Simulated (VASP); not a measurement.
# Mg3Cd2Se5 (P1) in VASP: single point with PBE

Aim: the single point of Mg3Cd2Se5 with PBE.

All numbers are computed with VASP 6.6.1; they aren't measurements. Logs are shortened: lines on timing, memory, paths and dates and some standing lists are left out, and cuts for length are marked.

## (1) The cell of the first run

The typed cell holds 10 atoms: a = 3.980 Å, b = 3.980 Å, c = 14.248 Å, α = 98.04°, β = 98.01°, γ = 90.03°.

## (2) Single point, PBE

The input, INCAR:

```
SYSTEM = Mg3Cd2Se5
PREC = Accurate
ENCUT = 520
EDIFF = 1E-6
ISMEAR = 0
SIGMA = 0.1
LREAL = .False.
LASPH = .True.
NELM = 80
ALGO = Normal
ISIF = 2
LWAVE = .False.
LCHARG = .False.
GGA = PE
NBANDS = 41
```

The input, KPOINTS:

```
regular mesh
0
Gamma
  4 4 4
  0 0 0
```

The input, POSCAR:

```
Mg3Cd2Se5
1.0
   -0.0008857598     -3.9798388108      0.0007246943
    3.9801910354      0.0008656960     -0.0004814650
   -1.9906251529      1.9875169175     13.9672234862
Mg Cd Se
3 2 5
Direct
    0.5973841224      0.5975917884      0.1949475718
    0.4030296795      0.4024082173      0.8050738992
   -0.0000195353     -0.0001895780     -0.0000231903
    0.1986941746      0.1993649027      0.3983113993
    0.8008672686      0.8008504528      0.6015914165
    0.6968825644      0.6973060352      0.3944617453
    0.3029563223      0.3027661402      0.6055856809
    0.9032161430      0.9027756404      0.8057373597
    0.4999986733      0.4999896851      0.0000183054
    0.0969905874      0.0971367158      0.1942958124
```

Potentials or basis: VASP PAW PBE potentials, release 64 (Mg, Cd, Se).

Started as:

```
> cat potpaw_PBE.64/Mg/POTCAR potpaw_PBE.64/Cd/POTCAR potpaw_PBE.64/Se/POTCAR > POTCAR
> mpirun -np 1 vasp_std > vasp.out
```

OUTCAR:

```text
SYSTEM = Mg3Cd2Se5
   PREC = Accurate
   ENCUT = 520
   EDIFF = 1E-6
   ISMEAR = 0
   LREAL = .False.
   LASPH = .True.
   NELM = 80
   ISIF = 2
   GGA = PE

 ion  position               nearest neighbor table
   1  0.597  0.598  0.195-   9 2.72   6 2.79  10 2.81  10 2.81  10 2.81  10 2.82
   2  0.403  0.402  0.805-   9 2.72   7 2.79   8 2.81   8 2.81   8 2.81   8 2.82
   3  1.000  1.000  1.000-   8 2.71  10 2.71   9 2.81   9 2.81   9 2.81   9 2.82
   4  0.199  0.199  0.398-   6 2.81   6 2.81   6 2.81   6 2.82  10 2.85   7 2.90
   5  0.801  0.801  0.602-   7 2.81   7 2.81   7 2.81   7 2.82   8 2.85   6 2.89
   6  0.697  0.697  0.394-   1 2.79   4 2.81   4 2.81   4 2.81   4 2.82   5 2.89
   7  0.303  0.303  0.606-   2 2.79   5 2.81   5 2.81   5 2.81   5 2.82   4 2.90
   8  0.903  0.903  0.806-   3 2.71   2 2.81   2 2.81   2 2.81   2 2.82   5 2.85
   9  0.500  0.500  0.000-   1 2.72   2 2.72   3 2.81   3 2.81   3 2.81   3 2.82
  10  0.097  0.097  0.194-   3 2.71   1 2.81   1 2.81   1 2.81   1 2.82   4 2.85

  LATTYP: Found a triclinic cell.
 ALAT       =     3.9801911587
 B/A-ratio  =     1.4138397887
 C/A-ratio  =     3.5795196263
 COS(alpha) =     0.0001093395
 COS(beta)  =     0.1395581350
 COS(gamma) =     0.7069824758

  Lattice vectors:

 A1 = (  -3.9801910354,  -0.0008656960,   0.0004814650)
 A2 = (  -3.9793052756,   3.9789731148,  -0.0002432293)
 A3 = (  -1.9895658825,  -1.9883826135, -13.9667420212)

Analysis of symmetry for initial positions (statically):
=====================================================================
 Subroutine PRICEL returns:
 Original cell was already a primitive cell.

 Routine SETGRP: Setting up the symmetry group for a
 triclinic supercell.

 Subroutine GETGRP returns: Found  1 space group operations
 (whereof  1 operations were pure point group operations)
 out of a pool of  2 trial point group operations.

The static configuration has the point symmetry C_1 .

Analysis of symmetry for dynamics (positions and initial velocities):
=====================================================================
 Subroutine PRICEL returns:
 Original cell was already a primitive cell.

 Routine SETGRP: Setting up the symmetry group for a
 triclinic supercell.

 Subroutine GETGRP returns: Found  1 space group operations
 (whereof  1 operations were pure point group operations)
 out of a pool of  2 trial point group operations.

The dynamic configuration has the point symmetry C_1 .

 Subroutine INISYM returns: Found  1 space group operations
 (whereof  1 operations are pure point group operations),
 and found     1 'primitive' translations

----------------------------------------------------------------------------------------

                                     Primitive cell

  volume of cell :     221.2500

  direct lattice vectors                    reciprocal lattice vectors
    -0.000885760 -3.979838811  0.000724694     0.000058975 -0.251259959  0.035762356
     3.980191035  0.000865696 -0.000481465     0.251248565 -0.000049397  0.035815271
    -1.990625153  1.987516918 13.967223486     0.000008658  0.000013035  0.071595570

  length of vectors
     3.979838975  3.980191159 14.247671526     0.253792270  0.253788450  0.071595572

  position of ions in fractional coordinates (direct lattice)
     0.597384122  0.597591788  0.194947572
     0.403029680  0.402408217  0.805073899
     0.999980465  0.999810422  0.999976810
     0.198694175  0.199364903  0.398311399
     0.800867269  0.800850453  0.601591416
     0.696882564  0.697306035  0.394461745
     0.302956322  0.302766140  0.605585681
     0.903216143  0.902775640  0.805737360
     0.499998673  0.499989685  0.000018305
     0.096990587  0.097136716  0.194295812

  ion indices of the primitive-cell ions
   primitive index   ion index
                 1           1
                 2           2
                 3           3
                 4           4
                 5           5
                 6           6
                 7           7
                 8           8
                 9           9
                10          10

----------------------------------------------------------------------------------------

 KPOINTS: regular mesh

Automatic generation of k-mesh.
 Grid dimensions read from file:
 generate k-points for:    4    4    4

 Generating k-lattice:

  Cartesian coordinates                     Fractional coordinates (reciprocal lattice)
     0.000014744 -0.062814990  0.008940589     0.250000000  0.000000000  0.000000000
     0.062812141 -0.000012349  0.008953818    -0.000000000  0.250000000  0.000000000
     0.000002164  0.000003259  0.017898893     0.000000000  0.000000000  0.250000000

  Length of vectors
     0.063448068  0.063447113  0.017898893

  Shift w.r.t. Gamma in fractional coordinates (k-lattice)
     0.000000000  0.000000000  0.000000000

 Subroutine IBZKPT returns following result:
 ===========================================

 Found     36 irreducible k-points:

 Following reciprocal coordinates:
            Coordinates               Weight
  0.000000  0.000000  0.000000      1.000000
  0.250000 -0.000000 -0.000000      2.000000
  0.500000 -0.000000 -0.000000      1.000000
 -0.000000  0.250000  0.000000      2.000000
  0.250000  0.250000 -0.000000      2.000000
  0.500000  0.250000 -0.000000      2.000000
[... 16 lines left out ...]
  0.000000 -0.250000  0.250000      2.000000
  0.250000 -0.250000  0.250000      2.000000
 [... further k-points ...]
   k-points           NKPTS =     36   k-points in BZ     NKDIM =     36   number of bands    NBANDS=     41
   number of dos      NEDOS =    301   number of ions     NIONS =     10
   total plane-waves  NPLWV =  97200
   dimension x,y,z NGX =    30 NGY =   30 NGZ =  108
   dimension x,y,z NGXF=    60 NGYF=   60 NGZF=  216
   ions per type =               3   2   5
   NGX,Y,Z   is equivalent  to a cutoff of  12.53, 12.53, 12.60 a.u.
   NGXF,Y,Z  is equivalent  to a cutoff of  25.06, 25.06, 25.20 a.u.
 SYSTEM =  Mg3Cd2Se5
   PREC   = accura    normal or accurate (medium, high low for compatibility)
   ISTART =      0    job   : 0-new  1-cont  2-samecut
   ICHARG =      2    charge: 1-file 2-atom 10-const
   ISPIN  =      1    spin polarized calculation?
   LNONCOLLINEAR =      F non collinear calculations
   LSORBIT =      F    spin-orbit coupling
   LASPH  =      T    aspherical Exc in radial PAW
   ENCUT  =  520.0 eV  38.22 Ry    6.18 a.u.   7.40  7.40 26.49*2*pi/ulx,y,z
   NELM   =     80;   NELMIN=  2; NELMDL= -5     # of ELM steps
   EDIFF  = 0.1E-05   stopping-criterion for ELM
   LREAL  =      F    real-space projection
   EDIFFG = 0.1E-04   stopping-criterion for IOM
   NSW    =      0    number of steps for IOM
   IBRION =     -1    ionic relax: 0-MD 1-quasi-New 2-CG
   NFREE  =      0    steps in history (QN), initial steepest desc. (CG)
   ISIF   =      2    stress and relaxation
   ISYM   =      2    0-nonsym 1-usesym 2-fastsym
   POTIM  = 0.5000    time-step for ionic-motion
   TEBEG  =    0.0;   TEEND  =   0.0 temperature during run
   PSTRESS=    0.0 pullay stress
   NELECT =      60.0000    total number of electrons
   NUPDOWN=      -1.0000    fix difference up-down
   EMIN   =  10.00;   EMAX   =-10.00  energy-range for DOS
   EFERMI =   0.00;   METHOD = LEGACY
   ISMEAR =     0;   SIGMA  =   0.10  broadening in eV -4-tet -1-fermi 0-gaus
   EFERMI_NEDOS =   21; number of points for ismear=-14 and -15
   IALGO  =     38    algorithm
   IMIX   =      4    mixing-type and parameters
     AMIX     =   0.40;   BMIX     =  1.00
     AMIX_MAG =   1.60;   BMIX_MAG =  1.00
  volume/ion in A,a.u.               =      22.12       149.31
  Fermi-wavevector in a.u.,A,eV,Ry     =   1.059654  2.002456 15.277534  1.122867
  Thomas-Fermi vector in A             =   2.195007
   LORBIT       =      0    0 simple, 1 ext, 2 COOP (PROOUT), +10 PAW based schemes
   GGA     = PE    functional components
   LHFCALC =     F    Hartree Fock is set to
   AEXX    =    0.0000 exact exchange contribution
   IVDW    =     0    specifies the selected vdW correction
   LEPSILON=     F    determine dielectric tensor
   LRPA    =     F    only Hartree local field effects (RPA)
 non-spin polarized calculation
 Gauss-broadening in eV      SIGMA  =   0.10
  energy-cutoff  :      520.00
  volume of cell :      221.25
 maximum number of plane-waves:      6017
 NGX is ok and might be reduce to    30
   NGX = 15   NGY = 15   NGZ = 53

 number of electron      60.0000012 magnetization

 Free energy of the ion-electron system (eV)
  ---------------------------------------------------
  ext. energy  EPLUGINS =         0.00000000
  ---------------------------------------------------
  free energy    TOTEN  =       -32.59740717 eV

  energy without entropy =      -32.59690992  energy(sigma->0) =      -32.59715855

 E-fermi :   2.9653     XC(G=0):  -9.6147

 val. band max:        2.7687614135   @ k =  -0.0000   0.5000   0.5000
 cond. band min:       3.0942867811   @ k =   0.0000   0.0000   0.5000
 fundamental gap:      0.3255253676
 Fermi energy:         2.9652975884

 k-point     1 :       0.0000    0.0000    0.0000
  band No.  band energies     occupation
      1     -10.1773      2.00000
      2      -9.8119      2.00000
      3      -9.7679      2.00000
      4      -9.2993      2.00000
      5      -8.9096      2.00000
      6      -5.3036      2.00000
[... 33 lines left out ...]
     40       8.9455      0.00000
     41       9.0875      0.00000

 k-point     2 :       0.2500   -0.0000   -0.0000
  band No.  band energies     occupation
      1      -9.8674      2.00000
      2      -9.6011      2.00000
      3      -9.4895      2.00000
      4      -9.1876      2.00000
      5      -8.8844      2.00000
      6      -5.3348      2.00000
[... 957 lines left out ...]
     40       9.4405      0.00000
     41       9.4514      0.00000

 k-point    24 :       0.2500   -0.2500    0.2500
  band No.  band energies     occupation
      1      -9.6512      2.00000
      2      -9.4516      2.00000
      3      -9.3067      2.00000
      4      -9.0895      2.00000
      5      -8.8430      2.00000
      6      -5.3674      2.00000
[... 33 lines left out ...]
     40       8.8556      0.00000
     41       9.1667      0.00000

 [... further k-points ...]

------------------------ aborting loop because EDIFF is reached ----------------------------------------

  FORCE on cell =-STRESS in cart. coord.  units (eV):
  Direction    XX          YY          ZZ          XY          YZ          ZX
  --------------------------------------------------------------------------------------
  -------------------------------------------------------------------------------------
  Total        0.1766140      0.1854639      0.1410046     -0.0209854      0.0136924      0.0086120
  in kB        1.2789469      1.3430335      1.0210818     -0.1519655      0.0991535      0.0623636
  external PRESSURE =       1.2143540 kB  Pullay stress =       0.0000000 kB

 VOLUME and BASIS-vectors are now :
 -----------------------------------------------------------------------------
  energy-cutoff  :      520.00
  volume of cell :      221.25
      direct lattice vectors                 reciprocal lattice vectors
    -0.000885760 -3.979838811  0.000724694     0.000058975 -0.251259959  0.035762356
     3.980191035  0.000865696 -0.000481465     0.251248565 -0.000049397  0.035815271
    -1.990625153  1.987516918 13.967223486     0.000008658  0.000013035  0.071595570

 POSITION                                       TOTAL-FORCE (eV/Angst)
 -----------------------------------------------------------------------------------
      1.98993     -1.98951      2.72302        -0.000680      0.000214     -0.003271
     -0.00130     -0.00355     11.24475         0.000267      0.001128      0.002290
      1.98797     -1.99142     13.96714         0.000861     -0.000008      0.000754
      0.00045      0.00105      5.56335        -0.000979     -0.001406      0.006883
      1.98929     -1.99096      8.40276        -0.000748     -0.000309     -0.002306
      1.98957     -1.98888      5.50970         0.000816     -0.000223     -0.014193
     -0.00070     -0.00184      8.45842         0.000531      0.001005      0.011782
      1.98850     -1.99246     11.25413         0.000066      0.000507      0.021684
      1.98958     -1.98944      0.00038        -0.000786     -0.000243      0.000563
     -0.00023      0.00024      2.71380         0.000653     -0.000667     -0.024187
 -----------------------------------------------------------------------------------
    total drift:                               -0.000038     -0.000068     -0.000021

  FREE ENERGIE OF THE ION-ELECTRON SYSTEM (eV)
  ---------------------------------------------------
  free  energy   TOTEN  =       -32.5974071733 eV

  energy  without entropy=      -32.5969099198  energy(sigma->0) =      -32.59715855
```

Run time: 5.5 min. Hardware: 1 thread of Intel Xeon Platinum 8259CL at 2.50GHz (Skylake/Cascade Lake), shared host; peak memory 0.47 GiB.

What came out:

- Free energy: -32.5974 eV
- Pressure: 0.1 GPa
- Largest force: 0.024 eV/Å
- Band gap on the k mesh: 0.33 eV (least direct gap 0.69 eV)

Forces in eV/Å, atoms in the order of the input:
```
Mg  -0.001  0.000 -0.003
Mg   0.000  0.001  0.002
Mg   0.001  0.000  0.001
Cd  -0.001 -0.001  0.007
Cd  -0.001  0.000 -0.002
Se   0.001  0.000 -0.014
Se   0.001  0.001  0.012
Se   0.000  0.001  0.022
Se  -0.001  0.000  0.001
Se   0.001 -0.001 -0.024
```

Caveat: semilocal functionals underestimate gaps, and a narrow one can read as zero.
